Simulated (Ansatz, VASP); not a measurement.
## Two plane-wave programs on SnO2

```
CELL_PARAMETERS angstrom
4.72127 0.00000 0.00000
0.00000 4.72425 0.00000
0.00000 0.00000 3.19002
ATOMIC_POSITIONS crystal
Sn 0.42526 0.57498 0.50000
Sn 0.92526 0.07498 0.00000
O 0.30557 0.30657 0.00000
O 0.80557 0.19343 0.50000
O 0.19443 0.80657 0.50000
O 0.69443 0.69343 0.00000
```

Change from the starting cell: all Sn atoms moved -0.500 Å, as atom 1 towards its neighbour atom 4 (O) at 2.044 Å.

Alike in both runs: task single point; functional LDA; k mesh 6 × 6 × 8; occupations gaussian, width 0.05 eV; no spin polarisation.

|  | VASP | Ansatz |
| --- | --- | --- |
| version | VASP 6.6.1 | Ansatz 0.2.0 |
| potentials or method | VASP PAW LDA potentials, release 64 (Sn_d, O), cutoff 520 eV | scalar-relativistic, plane waves, PAW |
| valence electrons in the cell | 52 | 52 |

VASP gave:

| Property | Result |
| --- | --- |
| gap on the k mesh at the Fermi level (eV) | 1.52 |
| least direct gap on the mesh (eV) | 1.52 |
| rms of the force components (eV/Å) | 7.812 |

**Question.** What did Ansatz give for the same quantities?

**Answer.** gap on the k mesh at the Fermi level (eV): 1.53; least direct gap on the mesh (eV): 1.53; rms of the force components (eV/Å): 8.632.

LDA's correlation is that of Perdew and Zunger in VASP and of Perdew and Wang (1992) in Ansatz. Atom by atom the forces differ by 0.849 eV/Å (rms over components).
